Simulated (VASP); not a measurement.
# ZnSe (F-43m) in VASP: single point with PBE

Aim: the single point of ZnSe with PBE.

Everything below comes from runs of VASP 6.6.1. Logs are shortened: lines on timing, memory, paths and dates and some standing lists are left out, and cuts for length are marked.

### Step 1. The cell of the first run

It takes space group F-43m (No. 216, cubic). Conventional cell: a = 5.665 Å, b = 5.665 Å, c = 5.665 Å, α = 90.00°, β = 90.00°, γ = 90.00°. Zn (site symmetry -43m) has 4 Se at 2.45 Å within 3.2 Å. Within 3.2 Å of Se (site symmetry -43m) lie 4 Zn at 2.45 Å.

### Step 2. Single point, PBE

INCAR

```
SYSTEM = ZnSe
PREC = Accurate ; ENCUT = 520
EDIFF = 1E-6 ; ISMEAR = 0
SIGMA = 0.1 ; LREAL = .False.
LASPH = .True. ; NELM = 100
ALGO = Normal ; ISIF = 2
LWAVE = .False. ; LCHARG = .False.
GGA = PE ; NBANDS = 16
```

KPOINTS

```
Automatic mesh
0
Gamma
  6 6 6
  0 0 0
```

POSCAR

```
ZnSe
1.0
    0.0000000000      2.8324425200      2.8324425200
    2.8324425200      0.0000000000      2.8324425200
    2.8324425200      2.8324425200      0.0000000000
Zn Se
1 1
Direct
    0.0000000000      0.0000000000      0.0000000000
    0.7500000000      0.7500000000      0.7500000000
```

Potentials or basis: VASP PAW PBE potentials, release 64 (Zn, Se).

Started as:

```bash
$ cat potpaw_PBE.64/Zn/POTCAR potpaw_PBE.64/Se/POTCAR > POTCAR
$ mpirun -np 1 vasp_std > vasp.out
```

OUTCAR:

```text
SYSTEM = ZnSe
   PREC = Accurate
   ENCUT = 520
   EDIFF = 1E-6
   ISMEAR = 0
   LREAL = .False.
   LASPH = .True.
   NELM = 100
   ISIF = 2
   GGA = PE

 ion  position               nearest neighbor table
   1  0.000  0.000  0.000-   2 2.45   2 2.45   2 2.45   2 2.45
   2  0.750  0.750  0.750-   1 2.45   1 2.45   1 2.45   1 2.45

  LATTYP: Found a face centered cubic cell.
 ALAT       =     5.6648850400

  Lattice vectors:

 A1 = (   0.0000000000,   2.8324425200,   2.8324425200)
 A2 = (   2.8324425200,   0.0000000000,   2.8324425200)
 A3 = (   2.8324425200,   2.8324425200,   0.0000000000)

Analysis of symmetry for initial positions (statically):
=====================================================================
 Subroutine PRICEL returns:
 Original cell was already a primitive cell.

 Routine SETGRP: Setting up the symmetry group for a
 face centered cubic supercell.

 Subroutine GETGRP returns: Found 24 space group operations
 (whereof 24 operations were pure point group operations)
 out of a pool of 48 trial point group operations.

The static configuration has the point symmetry T_d .

Analysis of symmetry for dynamics (positions and initial velocities):
=====================================================================
 Subroutine PRICEL returns:
 Original cell was already a primitive cell.

 Routine SETGRP: Setting up the symmetry group for a
 face centered cubic supercell.

 Subroutine GETGRP returns: Found 24 space group operations
 (whereof 24 operations were pure point group operations)
 out of a pool of 48 trial point group operations.

The dynamic configuration has the point symmetry T_d .

 Subroutine INISYM returns: Found 24 space group operations
 (whereof 24 operations are pure point group operations),
 and found     1 'primitive' translations

----------------------------------------------------------------------------------------

                                     Primitive cell

  volume of cell :      45.4478

  direct lattice vectors                    reciprocal lattice vectors
     0.000000000  2.832442520  2.832442520    -0.176526089  0.176526089  0.176526089
     2.832442520  0.000000000  2.832442520     0.176526089 -0.176526089  0.176526089
     2.832442520  2.832442520  0.000000000     0.176526089  0.176526089 -0.176526089

  length of vectors
     4.005678626  4.005678626  4.005678626     0.305752155  0.305752155  0.305752155

  position of ions in fractional coordinates (direct lattice)
     0.000000000  0.000000000  0.000000000
     0.750000000  0.750000000  0.750000000

  ion indices of the primitive-cell ions
   primitive index   ion index
                 1           1
                 2           2

----------------------------------------------------------------------------------------

 KPOINTS: Automatic mesh

Automatic generation of k-mesh.
 Grid dimensions read from file:
 generate k-points for:    6    6    6

 Generating k-lattice:

  Cartesian coordinates                     Fractional coordinates (reciprocal lattice)
    -0.029421015  0.029421015  0.029421015     0.166666667  0.000000000  0.000000000
     0.029421015 -0.029421015  0.029421015     0.000000000  0.166666667  0.000000000
     0.029421015  0.029421015 -0.029421015     0.000000000  0.000000000  0.166666667

  Length of vectors
     0.050958692  0.050958692  0.050958692

  Shift w.r.t. Gamma in fractional coordinates (k-lattice)
     0.000000000  0.000000000  0.000000000

 Subroutine IBZKPT returns following result:
 ===========================================

 Found     16 irreducible k-points:

 Following reciprocal coordinates:
            Coordinates               Weight
  0.000000  0.000000  0.000000      1.000000
  0.166667  0.000000  0.000000      8.000000
  0.333333  0.000000  0.000000      8.000000
  0.500000  0.000000  0.000000      4.000000
  0.166667  0.166667  0.000000      6.000000
  0.333333  0.166667  0.000000     24.000000
[... 8 lines left out ...]
 -0.333333  0.333333  0.166667     24.000000
 -0.333333  0.500000  0.166667     12.000000
   k-points           NKPTS =     16   k-points in BZ     NKDIM =     16   number of bands    NBANDS=     16
   number of dos      NEDOS =    301   number of ions     NIONS =      2
   total plane-waves  NPLWV =  27000
   dimension x,y,z NGX =    30 NGY =   30 NGZ =   30
   dimension x,y,z NGXF=    60 NGYF=   60 NGZF=   60
   ions per type =               1   1
   NGX,Y,Z   is equivalent  to a cutoff of  12.45, 12.45, 12.45 a.u.
   NGXF,Y,Z  is equivalent  to a cutoff of  24.90, 24.90, 24.90 a.u.
 SYSTEM =  ZnSe
   PREC   = accura    normal or accurate (medium, high low for compatibility)
   ISTART =      0    job   : 0-new  1-cont  2-samecut
   ICHARG =      2    charge: 1-file 2-atom 10-const
   ISPIN  =      1    spin polarized calculation?
   LNONCOLLINEAR =      F non collinear calculations
   LSORBIT =      F    spin-orbit coupling
   LASPH  =      T    aspherical Exc in radial PAW
   ENCUT  =  520.0 eV  38.22 Ry    6.18 a.u.   7.45  7.45  7.45*2*pi/ulx,y,z
   NELM   =    100;   NELMIN=  2; NELMDL= -5     # of ELM steps
   EDIFF  = 0.1E-05   stopping-criterion for ELM
   LREAL  =      F    real-space projection
   EDIFFG = 0.1E-04   stopping-criterion for IOM
   NSW    =      0    number of steps for IOM
   IBRION =     -1    ionic relax: 0-MD 1-quasi-New 2-CG
   NFREE  =      0    steps in history (QN), initial steepest desc. (CG)
   ISIF   =      2    stress and relaxation
   ISYM   =      2    0-nonsym 1-usesym 2-fastsym
   POTIM  = 0.5000    time-step for ionic-motion
   TEBEG  =    0.0;   TEEND  =   0.0 temperature during run
   PSTRESS=    0.0 pullay stress
   NELECT =      18.0000    total number of electrons
   NUPDOWN=      -1.0000    fix difference up-down
   EMIN   =  10.00;   EMAX   =-10.00  energy-range for DOS
   EFERMI =   0.00;   METHOD = LEGACY
   ISMEAR =     0;   SIGMA  =   0.10  broadening in eV -4-tet -1-fermi 0-gaus
   EFERMI_NEDOS =   21; number of points for ismear=-14 and -15
   IALGO  =     38    algorithm
   IMIX   =      4    mixing-type and parameters
     AMIX     =   0.40;   BMIX     =  1.00
     AMIX_MAG =   1.60;   BMIX_MAG =  1.00
  volume/ion in A,a.u.               =      22.72       153.35
  Fermi-wavevector in a.u.,A,eV,Ry     =   1.202249  2.271922 19.665910  1.445404
  Thomas-Fermi vector in A             =   2.338036
   LORBIT       =      0    0 simple, 1 ext, 2 COOP (PROOUT), +10 PAW based schemes
   GGA     = PE    functional components
   LHFCALC =     F    Hartree Fock is set to
   AEXX    =    0.0000 exact exchange contribution
   IVDW    =     0    specifies the selected vdW correction
   LEPSILON=     F    determine dielectric tensor
   LRPA    =     F    only Hartree local field effects (RPA)
 non-spin polarized calculation
 Gauss-broadening in eV      SIGMA  =   0.10
  energy-cutoff  :      520.00
  volume of cell :       45.45
 maximum number of plane-waves:      1243
 NGX is ok and might be reduce to    30
   NGX = 15   NGY = 15   NGZ = 15

 number of electron      18.0000011 magnetization

 Free energy of the ion-electron system (eV)
  ---------------------------------------------------
  ext. energy  EPLUGINS =         0.00000000
  ---------------------------------------------------
  free energy    TOTEN  =        -6.01393151 eV

  energy without entropy =       -6.01393151  energy(sigma->0) =       -6.01393151

 E-fermi :   2.0582     XC(G=0):  -9.3267

 val. band max:        1.6290251558   @ k =   0.0000   0.0000   0.0000
 cond. band min:       2.9236350008   @ k =   0.0000   0.0000   0.0000
 fundamental gap:      1.2946098451
 Fermi energy:         2.0581798036

 k-point     1 :       0.0000    0.0000    0.0000
  band No.  band energies     occupation
      1     -11.6388      2.00000
      2      -4.9255      2.00000
      3      -4.9255      2.00000
      4      -4.9255      2.00000
      5      -4.5548      2.00000
      6      -4.5548      2.00000
[... 8 lines left out ...]
     15      13.0903      0.00000
     16      13.0903      0.00000

 k-point     2 :       0.1667    0.0000    0.0000
  band No.  band energies     occupation
      1     -11.4639      2.00000
      2      -4.9093      2.00000
      3      -4.8988      2.00000
      4      -4.8988      2.00000
      5      -4.5565      2.00000
      6      -4.5565      2.00000
[... 8 lines left out ...]
     15      12.0903      0.00000
     16      12.6525      0.00000

 k-point     3 :       0.3333    0.0000    0.0000
  band No.  band energies     occupation
      1     -11.0711      2.00000
      2      -4.8540      2.00000
      3      -4.8540      2.00000
      4      -4.7551      2.00000
      5      -4.5482      2.00000
      6      -4.5482      2.00000
[... 8 lines left out ...]
     15      12.6825      0.00000
     16      12.6825      0.00000

 k-point     4 :       0.5000    0.0000    0.0000
  band No.  band energies     occupation
      1     -10.8468      2.00000
      2      -4.8377      2.00000
      3      -4.8377      2.00000
      4      -4.5363      2.00000
      5      -4.5363      2.00000
      6      -4.3955      2.00000
[... 8 lines left out ...]
     15      14.7398      0.00000
     16      14.7398      0.00000
[... 172 lines left out ...]
 k-point    14 :       0.5000    0.3333    0.1667
  band No.  band energies     occupation
      1     -10.7983      2.00000
      2      -4.8331      2.00000
      3      -4.7866      2.00000
      4      -4.6856      2.00000
      5      -4.5384      2.00000
      6      -4.4882      2.00000
[... 8 lines left out ...]
     15      14.5185      0.00000
     16      15.9389      0.00000

 k-point    15 :      -0.3333    0.3333    0.1667
  band No.  band energies     occupation
      1     -10.6450      2.00000
      2      -4.8129      2.00000
      3      -4.7574      2.00000
      4      -4.5906      2.00000
      5      -4.5610      2.00000
      6      -4.3107      2.00000
[... 8 lines left out ...]
     15      14.6992      0.00000
     16      15.6548      0.00000

 k-point    16 :      -0.3333    0.5000    0.1667
  band No.  band energies     occupation
      1     -10.5739      2.00000
      2      -4.8281      2.00000
      3      -4.7083      2.00000
      4      -4.6356      2.00000
      5      -4.5404      2.00000
      6      -4.2828      2.00000
[... 8 lines left out ...]
     15      15.3924      0.00000
     16      15.8166      0.00000

------------------------ aborting loop because EDIFF is reached ----------------------------------------

  FORCE on cell =-STRESS in cart. coord.  units (eV):
  Direction    XX          YY          ZZ          XY          YZ          ZX
  --------------------------------------------------------------------------------------
  -------------------------------------------------------------------------------------
  Total        0.6999344      0.6999344      0.6999344      0.0000000      0.0000000      0.0000000
  in kB       24.6748561     24.6748561     24.6748561      0.0000000      0.0000000      0.0000000
  external PRESSURE =      24.6748561 kB  Pullay stress =       0.0000000 kB

 VOLUME and BASIS-vectors are now :
 -----------------------------------------------------------------------------
  energy-cutoff  :      520.00
  volume of cell :       45.45
      direct lattice vectors                 reciprocal lattice vectors
     0.000000000  2.832442520  2.832442520    -0.176526089  0.176526089  0.176526089
     2.832442520  0.000000000  2.832442520     0.176526089 -0.176526089  0.176526089
     2.832442520  2.832442520  0.000000000     0.176526089  0.176526089 -0.176526089

 POSITION                                       TOTAL-FORCE (eV/Angst)
 -----------------------------------------------------------------------------------
      0.00000      0.00000      0.00000         0.000000      0.000000     -0.000000
      4.24866      4.24866      4.24866        -0.000000     -0.000000      0.000000
 -----------------------------------------------------------------------------------
    total drift:                                0.000001      0.000001      0.000001

  FREE ENERGIE OF THE ION-ELECTRON SYSTEM (eV)
  ---------------------------------------------------
  free  energy   TOTEN  =        -6.0139315073 eV

  energy  without entropy=       -6.0139315073  energy(sigma->0) =       -6.01393151
```

Wall time 16 s (1 thread of Intel Xeon Platinum 8488C (Sapphire Rapids), shared host); peak memory 0.17 GiB.

Results:

```
Free energy            : -6.0139 eV
Pressure               : 2.5 GPa
Band gap on the k mesh : 1.29 eV, direct
```
